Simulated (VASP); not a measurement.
# W: single point with LDA

The system is W.

```
W
1.0
    -0.68779    1.61907    1.61907
     1.61907   -0.68779    1.61907
     1.61907    1.61907   -0.68779
W
1
Direct
  0.00000 0.00000 0.00000
```

```yaml
Program: VASP 6.6.1
Task: single point
Functional: LDA
Potentials_or_basis: VASP PAW LDA potentials, release 64 (W_sv)
Cutoff: 520 eV
k_mesh: 22 × 22 × 22
Occupations: gaussian, width 0.15 eV
Spin: no spin polarisation
```

```json
{"Pressure": "102.1 GPa", "Band gap on the k mesh": "zero (bands 7 and 8 overlap by 4.03 eV)"}
```

Stress tensor (GPa, compression positive):
```
102.09  13.88  13.88
 13.88 102.09  13.88
 13.88  13.88 102.09
```

Levels at points of the mesh, in eV from the Fermi level:
```csv
k point,band 3,band 4,band 5,band 6,band 7,band 8,band 9,band 10,band 11,band 12
"(0.00, 0.00, 0.00)",-37.04,-36.83,-10.08,-6.24,-6.24,6.45,6.45,6.74,15.93,18.03
"(0.50, 0.00, 0.00)",-36.75,-36.63,-6.06,-4.93,-0.38,0.90,1.29,7.14,13.58,14.51
"(0.50, 0.50, 0.00)",-39.36,-36.43,-8.38,-3.88,2.07,2.46,5.91,7.57,10.85,18.00
"(0.50, 0.50, 0.50)",-38.94,-38.94,-6.83,-5.61,-5.61,6.44,11.24,11.24,14.66,17.64
```

It took 68 s on 1 thread of Intel(R) Xeon(R) 6975P-C (Granite Rapids), with other jobs on the host, peak memory 0.26 GiB.

Caveat: the cell stands under pressure; spin-orbit coupling is left out, which moves the levels of the heavy elements.
